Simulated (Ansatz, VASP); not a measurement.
**BN in VASP and in Ansatz**

Contents of INCAR:

```
PREC = Accurate ; ENCUT = 520
EDIFF = 1E-6 ; ISMEAR = -1
SIGMA = 0.05 ; LREAL = F
LASPH = T ; NELM = 60
ALGO = Normal ; ISIF = 2
LWAVE = F ; LCHARG = F
GGA = PS ; NBANDS = 11
```

Contents of KPOINTS:

```
Automatic mesh
0
Gamma
  13 13 9
```

POSCAR

```
BN
1.0
    2.5246509505      0.0000000000      0.0000000000
   -1.2549673680      2.1906435874      0.0000000000
   -0.6348417913     -1.0953217937      3.0425574046
N B
1 1
Direct
    0.6685060000      0.3323850000      0.9849990000
    0.9796430000      0.9834990000      0.0018060000
```

Contents of input.yaml:

```yaml
crystal:
  lattice:
    - [2.5246509505, 0.0, 0.0]
    - [-1.254967368, 2.1906435874, 0.0]
    - [-0.6348417913, -1.0953217937, 3.0425574046]
  atoms:
    - { symbol: "N", position: [0.668506, 0.332385, 0.984999] }
    - { symbol: B, position: [0.979643, 0.983499, 0.001806] }
kpoints:
  mp_grid: { grid: [13, 13, 9] }
scf:
  occupations: { method: fermi_dirac, width: 0.05 }
hamiltonian:
  xc: pbesol
  pseudopotentials: { kind: all_electron, lapw: { basis_error: 0.001 } }
output:
  forces: true
  stress: true
  eigenvalues: true
```

Change from the starting cell: volume scaled by 1.02.

Alike in both runs: task single point; functional PBEsol; k mesh 13 × 13 × 9; occupations fermi-dirac, width 0.05 eV; no spin polarisation.

|  | VASP | Ansatz |
| --- | --- | --- |
| version | VASP 6.6.1 | Ansatz 0.2.0 |
| potentials or method | VASP PAW PBE potentials, release 64 (N, B), cutoff 520 eV | all-electron LAPW, scalar-relativistic |

|  | VASP | Ansatz | Ansatz less VASP |
| --- | --- | --- | --- |
| gap on the k mesh at the Fermi level (eV) | 2.72 | 2.72 | +0.006 |
| least direct gap on the mesh (eV) | 4.42 | 4.43 | +0.005 |
| pressure (GPa) | -3.3 | -3.6 | -0.31 |
| traceless stress, the component that is largest in VASP (GPa) | -9.28 | -9.43 | -0.157 |
| rms of the force components (eV/Å) | 1.513 | 1.512 | -0.0003 |

VASP's potentials were made for PBE, not for PBEsol. Atom by atom the forces differ by 0.001 eV/Å (rms over components). Ansatz ran all-electron here, and VASP with PAW potentials.
